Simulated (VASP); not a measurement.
# HfBr (Fm-3m) in VASP: a series of runs

HfBr is run at these levels: PBE; tasks: relaxation of cell and atoms, single point.

All numbers are computed with VASP 6.6.1; they aren't measurements. Logs are shortened: lines on timing, memory, paths and dates and some standing lists are left out, and cuts for length are marked.

## Step 1: The cell of the first run

It takes space group Fm-3m (No. 225, cubic). The conventional cell has a = 5.847 Å, b = 5.847 Å, c = 5.847 Å, α = 90.00°, β = 90.00°, γ = 90.00°. Hf (site symmetry m-3m) has 6 Br at 2.92 Å within 3.9 Å. Br (site symmetry m-3m) has 6 Hf at 2.92 Å within 3.9 Å.

## Step 2: Relaxation of cell and atoms, PBE

The input, INCAR:

```
SYSTEM = HfBr
  PREC = Accurate
  ENCUT = 600
  EDIFF = 1E-6
  ISMEAR = 0
  SIGMA = 0.1
  LREAL = .False.
  LASPH = .True.
  NELM = 80
  ALGO = Normal
  ISIF = 3
  LWAVE = .False.
  LCHARG = .False.
  GGA = PE
  IBRION = 2
  NSW = 90
  EDIFFG = -0.04
```

The input, KPOINTS:

```
regular mesh
0
Gamma
  6 6 6
  0 0 0
```

The input, POSCAR:

```
HfBr
1.0
    0.0000000000      2.9236439196      2.9236439196
    2.9236439196      0.0000000000      2.9236439196
    2.9236439196      2.9236439196      0.0000000000
Hf Br
1 1
Direct
    0.0000000000      0.0000000000      0.0000000000
    0.5000000000      0.5000000000      0.5000000000
```

Potentials or basis: VASP PAW PBE potentials, release 64 (Hf_pv, Br).

Started as:

```sh
cat potpaw_PBE.64/Hf_pv/POTCAR potpaw_PBE.64/Br/POTCAR > POTCAR
mpirun -np 1 vasp_std > vasp.out
```

OUTCAR:

```text
SYSTEM = HfBr
   PREC = Accurate
   ENCUT = 600
   EDIFF = 1E-6
   ISMEAR = 0
   LREAL = .False.
   LASPH = .True.
   NELM = 80
   ISIF = 3
   GGA = PE
   IBRION = 2
   NSW = 90
   EDIFFG = -0.04

 ion  position               nearest neighbor table
   1  0.000  0.000  0.000-   2 2.92   2 2.92   2 2.92   2 2.92   2 2.92   2 2.92
   2  0.500  0.500  0.500-   1 2.92   1 2.92   1 2.92   1 2.92   1 2.92   1 2.92

  LATTYP: Found a face centered cubic cell.
 ALAT       =     5.8472878392

  Lattice vectors:

 A1 = (   0.0000000000,   2.9236439196,   2.9236439196)
 A2 = (   2.9236439196,   0.0000000000,   2.9236439196)
 A3 = (   2.9236439196,   2.9236439196,   0.0000000000)

Analysis of symmetry for initial positions (statically):
=====================================================================
 Subroutine PRICEL returns:
 Original cell was already a primitive cell.

 Routine SETGRP: Setting up the symmetry group for a
 face centered cubic supercell.

 Subroutine GETGRP returns: Found 48 space group operations
 (whereof 48 operations were pure point group operations)
 out of a pool of 48 trial point group operations.

The static configuration has the point symmetry O_h .

Analysis of symmetry for dynamics (positions and initial velocities):
=====================================================================
 Subroutine PRICEL returns:
 Original cell was already a primitive cell.

 Routine SETGRP: Setting up the symmetry group for a
 face centered cubic supercell.

 Subroutine GETGRP returns: Found 48 space group operations
 (whereof 48 operations were pure point group operations)
 out of a pool of 48 trial point group operations.

The dynamic configuration has the point symmetry O_h .

 Subroutine INISYM returns: Found 48 space group operations
 (whereof 48 operations are pure point group operations),
 and found     1 'primitive' translations

----------------------------------------------------------------------------------------

                                     Primitive cell

  volume of cell :      49.9808

  direct lattice vectors                    reciprocal lattice vectors
     0.000000000  2.923643920  2.923643920    -0.171019459  0.171019459  0.171019459
     2.923643920  0.000000000  2.923643920     0.171019459 -0.171019459  0.171019459
     2.923643920  2.923643920  0.000000000     0.171019459  0.171019459 -0.171019459

  length of vectors
     4.134656883  4.134656883  4.134656883     0.296214391  0.296214391  0.296214391

  position of ions in fractional coordinates (direct lattice)
     0.000000000  0.000000000  0.000000000
     0.500000000  0.500000000  0.500000000

  ion indices of the primitive-cell ions
   primitive index   ion index
                 1           1
                 2           2

----------------------------------------------------------------------------------------

 KPOINTS: regular mesh

Automatic generation of k-mesh.
 Grid dimensions read from file:
 generate k-points for:    6    6    6

 Generating k-lattice:

  Cartesian coordinates                     Fractional coordinates (reciprocal lattice)
    -0.028503243  0.028503243  0.028503243     0.166666667  0.000000000  0.000000000
     0.028503243 -0.028503243  0.028503243     0.000000000  0.166666667  0.000000000
     0.028503243  0.028503243 -0.028503243     0.000000000  0.000000000  0.166666667

  Length of vectors
     0.049369065  0.049369065  0.049369065

  Shift w.r.t. Gamma in fractional coordinates (k-lattice)
     0.000000000  0.000000000  0.000000000

 Subroutine IBZKPT returns following result:
 ===========================================

 Found     16 irreducible k-points:

 Following reciprocal coordinates:
            Coordinates               Weight
  0.000000  0.000000  0.000000      1.000000
  0.166667  0.000000  0.000000      8.000000
  0.333333  0.000000  0.000000      8.000000
  0.500000  0.000000  0.000000      4.000000
  0.166667  0.166667  0.000000      6.000000
  0.333333  0.166667  0.000000     24.000000
[... 8 lines left out ...]
 -0.333333  0.333333  0.166667     24.000000
 -0.333333  0.500000  0.166667     12.000000
   k-points           NKPTS =     16   k-points in BZ     NKDIM =     16   number of bands    NBANDS=     12
   number of dos      NEDOS =    301   number of ions     NIONS =      2
   total plane-waves  NPLWV =  46656
   dimension x,y,z NGX =    36 NGY =   36 NGZ =   36
   dimension x,y,z NGXF=    72 NGYF=   72 NGZF=   72
   ions per type =               1   1
   NGX,Y,Z   is equivalent  to a cutoff of  14.47, 14.47, 14.47 a.u.
   NGXF,Y,Z  is equivalent  to a cutoff of  28.95, 28.95, 28.95 a.u.
 SYSTEM =  HfBr
   PREC   = accura    normal or accurate (medium, high low for compatibility)
   ISTART =      0    job   : 0-new  1-cont  2-samecut
   ICHARG =      2    charge: 1-file 2-atom 10-const
   ISPIN  =      1    spin polarized calculation?
   LNONCOLLINEAR =      F non collinear calculations
   LSORBIT =      F    spin-orbit coupling
   LASPH  =      T    aspherical Exc in radial PAW
   ENCUT  =  600.0 eV  44.10 Ry    6.64 a.u.   8.26  8.26  8.26*2*pi/ulx,y,z
   NELM   =     80;   NELMIN=  2; NELMDL= -5     # of ELM steps
   EDIFF  = 0.1E-05   stopping-criterion for ELM
   LREAL  =      F    real-space projection
   EDIFFG = -.4E-01   stopping-criterion for IOM
   NSW    =     90    number of steps for IOM
   IBRION =      2    ionic relax: 0-MD 1-quasi-New 2-CG
   NFREE  =      1    steps in history (QN), initial steepest desc. (CG)
   ISIF   =      3    stress and relaxation
   ISYM   =      2    0-nonsym 1-usesym 2-fastsym
   POTIM  = 0.5000    time-step for ionic-motion
   TEBEG  =    0.0;   TEEND  =   0.0 temperature during run
   PSTRESS=    0.0 pullay stress
   NELECT =      17.0000    total number of electrons
   NUPDOWN=      -1.0000    fix difference up-down
   EMIN   =  10.00;   EMAX   =-10.00  energy-range for DOS
   EFERMI =   0.00;   METHOD = LEGACY
   ISMEAR =     0;   SIGMA  =   0.10  broadening in eV -4-tet -1-fermi 0-gaus
   EFERMI_NEDOS =   21; number of points for ismear=-14 and -15
   IALGO  =     38    algorithm
   IMIX   =      4    mixing-type and parameters
     AMIX     =   0.40;   BMIX     =  1.00
     AMIX_MAG =   1.60;   BMIX_MAG =  1.00
  volume/ion in A,a.u.               =      24.99       168.64
  Fermi-wavevector in a.u.,A,eV,Ry     =   1.142764  2.159511 17.767987  1.305910
  Thomas-Fermi vector in A             =   2.279461
   LORBIT       =      0    0 simple, 1 ext, 2 COOP (PROOUT), +10 PAW based schemes
   GGA     = PE    functional components
   LHFCALC =     F    Hartree Fock is set to
   AEXX    =    0.0000 exact exchange contribution
   IVDW    =     0    specifies the selected vdW correction
   LEPSILON=     F    determine dielectric tensor
   LRPA    =     F    only Hartree local field effects (RPA)
 conjugate gradient relaxation of ions
 non-spin polarized calculation
 Gauss-broadening in eV      SIGMA  =   0.10
  energy-cutoff  :      600.00
  volume of cell :       49.98
 maximum number of plane-waves:      1687
 NGX is ok and might be reduce to    36
   NGX = 17   NGY = 17   NGZ = 17

--------------------------------------- Ionic step        1  -------------------------------------------

 number of electron      17.0000000 magnetization

 Free energy of the ion-electron system (eV)
  ---------------------------------------------------
  ext. energy  EPLUGINS =         0.00000000
  ---------------------------------------------------
  free energy    TOTEN  =       -10.25391881 eV

  energy without entropy =      -10.23595707  energy(sigma->0) =      -10.24493794

 E-fermi :   5.6241     XC(G=0): -10.1693

 val. band max:        5.5817020466   @ k =  -0.3333   0.3333   0.1667
 cond. band min:       5.6930212380   @ k =   0.1667   0.1667   0.0000
 fundamental gap:      0.1113191914
 Fermi energy:         5.6240803909

 k-point     1 :       0.0000    0.0000    0.0000
  band No.  band energies     occupation
      1     -26.6890      2.00000
      2     -26.6890      2.00000
      3     -26.6890      2.00000
      4     -12.8073      2.00000
      5       0.2280      2.00000
      6       0.2280      2.00000
      7       0.2280      2.00000
      8       3.2941      2.00000
      9       4.8189      2.00000
     10       4.8189      2.00000
     11       4.8189      2.00000
     12       5.2991      2.00000

 k-point     2 :       0.1667    0.0000    0.0000
  band No.  band energies     occupation
      1     -26.7033      2.00000
      2     -26.6903      2.00000
      3     -26.6903      2.00000
      4     -12.6906      2.00000
      5      -0.8529      2.00000
      6      -0.1194      2.00000
      7      -0.1194      2.00000
      8       4.3410      2.00000
      9       5.1867      2.00000
     10       5.1868      2.00000
     11       5.2654      2.00000
     12       6.0420      0.00000
[... 266 lines left out ...]
 POSITION                                       TOTAL-FORCE (eV/Angst)
 -----------------------------------------------------------------------------------
      5.54726      2.77363      2.77363        -0.000000     -0.000000      0.000000
      2.77363      2.77363      2.77363         0.000000      0.000000     -0.000000
 -----------------------------------------------------------------------------------
    total drift:                                0.000000      0.000000      0.000000

  FREE ENERGIE OF THE ION-ELECTRON SYSTEM (eV)
  ---------------------------------------------------
  free  energy   TOTEN  =       -10.4346481885 eV

  energy  without entropy=      -10.4309705203  energy(sigma->0) =      -10.43280935

--------------------------------------- Ionic step        3  -------------------------------------------

 number of electron      17.0000001 magnetization

 Free energy of the ion-electron system (eV)
  ---------------------------------------------------
  ext. energy  EPLUGINS =         0.00000000
  ---------------------------------------------------
  free energy    TOTEN  =       -10.43545955 eV

  energy without entropy =      -10.43167158  energy(sigma->0) =      -10.43356556

 E-fermi :   7.1353     XC(G=0): -10.8469

 val. band max:        6.9522194057   @ k =   0.1667   0.1667   0.0000
 cond. band min:       7.2225267947   @ k =   0.3333   0.3333   0.0000
 fundamental gap:      0.2703073889
 Fermi energy:         7.1352876811

 k-point     1 :       0.0000    0.0000    0.0000
  band No.  band energies     occupation
      1     -25.0579      2.00000
      2     -25.0579      2.00000
      3     -25.0579      2.00000
      4     -12.2208      2.00000
      5       1.2888      2.00000
      6       1.2888      2.00000
      7       1.2888      2.00000
      8       5.1751      2.00000
      9       5.8341      2.00000
     10       5.8341      2.00000
     11       5.8341      2.00000
     12       6.4442      2.00000

 k-point     2 :       0.1667    0.0000    0.0000
  band No.  band energies     occupation
      1     -25.0886      2.00000
      2     -25.0604      2.00000
      3     -25.0604      2.00000
      4     -12.0391      2.00000
      5       0.0117      2.00000
      6       0.8044      2.00000
      7       0.8044      2.00000
      8       5.7900      2.00000
      9       6.2879      2.00000
     10       6.2879      2.00000
     11       6.9208      1.99758
     12       7.4156      0.00007
[... 230 lines left out ...]
 POSITION                                       TOTAL-FORCE (eV/Angst)
 -----------------------------------------------------------------------------------
      0.00000      0.00000      0.00000         0.000000      0.000000     -0.000000
      2.78190      2.78190      2.78190         0.000000     -0.000000      0.000000
 -----------------------------------------------------------------------------------
    total drift:                                0.000000      0.000000      0.000000

  FREE ENERGIE OF THE ION-ELECTRON SYSTEM (eV)
  ---------------------------------------------------
  free  energy   TOTEN  =       -10.4354595460 eV

  energy  without entropy=      -10.4316715758  energy(sigma->0) =      -10.43356556

 reached required accuracy - stopping structural energy minimisation
```

Run time: 15 s. Hardware: 1 thread of Intel Xeon 6975P-C (Granite Rapids), shared host; peak memory 0.21 GiB.

What came out:

```yaml
Free_energy: -10.4355 eV
Relaxed_volume: 21.53 Å³/atom
Relaxed_cell: a = 3.934 Å, b = 3.934 Å, c = 3.934 Å, α = 60.00°, β = 60.00°, γ = 60.00°
Space_group_after_relaxing_to_0.05_Å: Fm-3m (No. 225)
Energy_gained_by_relaxing: 90.8 meV/atom
Ionic_steps: 3
Pressure_after_relaxing: 0.0 GPa
```

The path:
| step | energy change (eV) | largest force (eV/Å) | pressure (GPa) | volume (Å³) |
| --- | --- | --- | --- | --- |
| 1 | 0.0000 | 0.0000 | -6.82 | 49.98 |
| 2 | -0.1807 | 0.0000 | 0.72 | 42.68 |
| 3 | -0.1815 | 0.0000 | -0.02 | 43.06 |

Final structure:
```xyz
2
Lattice="0.0000 2.7819 2.7819 2.7819 0.0000 2.7819 2.7819 2.7819 0.0000" Properties=species:S:1:pos:R:3 pbc="T T T"
Hf    0.0000    0.0000    0.0000
Br    2.7819    2.7819    2.7819
```

Caveat: the bands computed are all filled at some k points, so no gap is given; spin-orbit coupling is left out, which moves the levels of the heavy elements.

## Step 3: Single point, PBE

This run uses another cell than the first one, of 21.80 Å³/atom, 0.872 times its volume.

The input, INCAR:

```
  ALGO = Normal
  EDIFF = 1E-6
  ENCUT = 520
  GGA = PE
  ISIF = 2
  ISMEAR = 0
  LASPH = T
  LCHARG = F
  LREAL = F
  LWAVE = F
  NBANDS = 16
  NELM = 80
  PREC = Accurate
  SIGMA = 0.1
```

The input, KPOINTS:

```
k-points
0
Gamma
  18 18 18
```

The input, POSCAR:

```
HfBr
1.0
    0.0000000000      2.7934108164      2.7934108164
    2.7934108164      0.0000000000      2.7934108164
    2.7934108164      2.7934108164      0.0000000000
Hf Br
1 1
Direct
    0.0000000000      0.0000000000      0.0000000000
    0.5000000000      0.5000000000      0.5000000000
```

Potentials or basis: VASP PAW PBE potentials, release 64 (Hf_pv, Br).

Started as:

```sh
cat potpaw_PBE.64/Hf_pv/POTCAR potpaw_PBE.64/Br/POTCAR > POTCAR
mpirun -np 1 vasp_std > vasp.out
```

OUTCAR:

```text
EDIFF = 1E-6
   ENCUT = 520
   GGA = PE
   ISIF = 2
   ISMEAR = 0
   LASPH = T
   LREAL = F
   NELM = 80
   PREC = Accurate

 ion  position               nearest neighbor table
   1  0.000  0.000  0.000-   2 2.79   2 2.79   2 2.79   2 2.79   2 2.79   2 2.79
   2  0.500  0.500  0.500-   1 2.79   1 2.79   1 2.79   1 2.79   1 2.79   1 2.79

  LATTYP: Found a face centered cubic cell.
 ALAT       =     5.5868216328

  Lattice vectors:

 A1 = (   0.0000000000,   2.7934108164,   2.7934108164)
 A2 = (   2.7934108164,   0.0000000000,   2.7934108164)
 A3 = (   2.7934108164,   2.7934108164,   0.0000000000)

Analysis of symmetry for initial positions (statically):
=====================================================================
 Subroutine PRICEL returns:
 Original cell was already a primitive cell.

 Routine SETGRP: Setting up the symmetry group for a
 face centered cubic supercell.

 Subroutine GETGRP returns: Found 48 space group operations
 (whereof 48 operations were pure point group operations)
 out of a pool of 48 trial point group operations.

The static configuration has the point symmetry O_h .

Analysis of symmetry for dynamics (positions and initial velocities):
[... 160 lines left out ...]
 E-fermi :   7.0486     XC(G=0): -10.7858

 val. band max:        7.0297389508   @ k =   0.2778   0.1667   0.0000
 cond. band min:       7.0535823178   @ k =  -0.2778   0.5000   0.2222
 fundamental gap:      0.0238433670
 Fermi energy:         7.0486402536

 k-point     1 :       0.0000    0.0000    0.0000
  band No.  band energies     occupation
      1     -25.1481      2.00000
      2     -25.1481      2.00000
      3     -25.1481      2.00000
      4     -12.2739      2.00000
      5       1.1918      2.00000
      6       1.1918      2.00000
[... 433 lines left out ...]
      3     -25.1510      2.00000
      4     -11.9269      2.00000
      5      -0.8893      2.00000
      6       0.3100      2.00000
[... 8 lines left out ...]
     15      14.7643      0.00000
     16      15.3163      0.00000

 [... further k-points ...]

------------------------ aborting loop because EDIFF is reached ----------------------------------------

  FORCE on cell =-STRESS in cart. coord.  units (eV):
  Direction    XX          YY          ZZ          XY          YZ          ZX
  --------------------------------------------------------------------------------------
  -------------------------------------------------------------------------------------
  Total       -0.1659557     -0.1659557     -0.1659557      0.0000000      0.0000000      0.0000000
  in kB       -6.0991372     -6.0991372     -6.0991372      0.0000000      0.0000000      0.0000000
  external PRESSURE =      -6.0991372 kB  Pullay stress =       0.0000000 kB

 VOLUME and BASIS-vectors are now :
 -----------------------------------------------------------------------------
  energy-cutoff  :      520.00
  volume of cell :       43.59
      direct lattice vectors                 reciprocal lattice vectors
     0.000000000  2.793410816  2.793410816    -0.178992648  0.178992648  0.178992648
     2.793410816  0.000000000  2.793410816     0.178992648 -0.178992648  0.178992648
     2.793410816  2.793410816  0.000000000     0.178992648  0.178992648 -0.178992648

 POSITION                                       TOTAL-FORCE (eV/Angst)
 -----------------------------------------------------------------------------------
      0.00000      0.00000      0.00000        -0.000000      0.000000      0.000000
      2.79341      2.79341      2.79341         0.000000     -0.000000     -0.000000
 -----------------------------------------------------------------------------------
    total drift:                               -0.000000      0.000000      0.000000

  FREE ENERGIE OF THE ION-ELECTRON SYSTEM (eV)
  ---------------------------------------------------
  free  energy   TOTEN  =       -10.4129018682 eV

  energy  without entropy=      -10.4012488069  energy(sigma->0) =      -10.40707534
```

OSZICAR:

```text
N       E                     dE             d eps       ncg     rms          rms(c)
DAV:   1     0.651218754762E+02    0.65122E+02   -0.81517E+03  6248   0.935E+02
DAV:   2    -0.753992540878E+01   -0.72662E+02   -0.68503E+02  8824   0.210E+02
DAV:   3    -0.106858469564E+02   -0.31459E+01   -0.31311E+01  7368   0.345E+01
DAV:   4    -0.107057413494E+02   -0.19894E-01   -0.19891E-01  7912   0.345E+00
DAV:   5    -0.107059235370E+02   -0.18219E-03   -0.18219E-03  7264   0.301E-01    0.295E+01
DAV:   6    -0.104462063293E+02    0.25972E+00   -0.36373E-01  6808   0.345E+00    0.170E+01
DAV:   7    -0.104164228684E+02    0.29783E-01   -0.16506E-01  7528   0.234E+00    0.267E+00
DAV:   8    -0.104131645983E+02    0.32583E-02   -0.11580E-02  6808   0.679E-01    0.227E-01
DAV:   9    -0.104128946381E+02    0.26996E-03   -0.13122E-03  7640   0.249E-01    0.688E-02
DAV:  10    -0.104129009962E+02   -0.63580E-05   -0.58658E-05  7208   0.461E-02    0.169E-02
DAV:  11    -0.104129018682E+02   -0.87201E-06   -0.27788E-06  7872   0.108E-02
   1 F= -.10412902E+02 E0= -.10407075E+02  d E =-.116531E-01
```

stdout:

```text
POSCAR found type information on POSCAR HfBr
 POSCAR found :  2 types and       2 ions
 scaLAPACK will be used
 LDA part: xc-table for (Slater+PW92), standard interpolation
 POSCAR, INCAR and KPOINTS ok, starting setup
 FFT: planning ... GRIDC
 FFT: planning ... GRID_SOFT
 FFT: planning ... GRID
 WAVECAR not read
 entering main loop
```

Run time: 47 s. Hardware: 1 thread of Intel Xeon 6975P-C (Granite Rapids), shared host; peak memory 0.28 GiB.

What came out:

```yaml
Free_energy: -10.4129 eV
Pressure: -0.6 GPa
```

Levels at points of the mesh, in eV from the Fermi level:
```tsv
k point	band 6	band 7	band 8	band 9	band 10	band 11
(0.00, 0.00, 0.00)	-5.86	-5.86	-2.04	-1.28	-1.28	-1.28
(0.50, 0.00, 0.00)	-7.29	-7.29	0.47	0.94	1.14	1.14
(0.50, 0.50, 0.00)	-6.66	-6.66	-3.16	-0.38	0.39	1.85
```

Caveat: spin-orbit coupling is left out, which moves the levels of the heavy elements; an odd number of electrons without spin polarisation forces a metal; a magnetic or distorted state may lie lower.
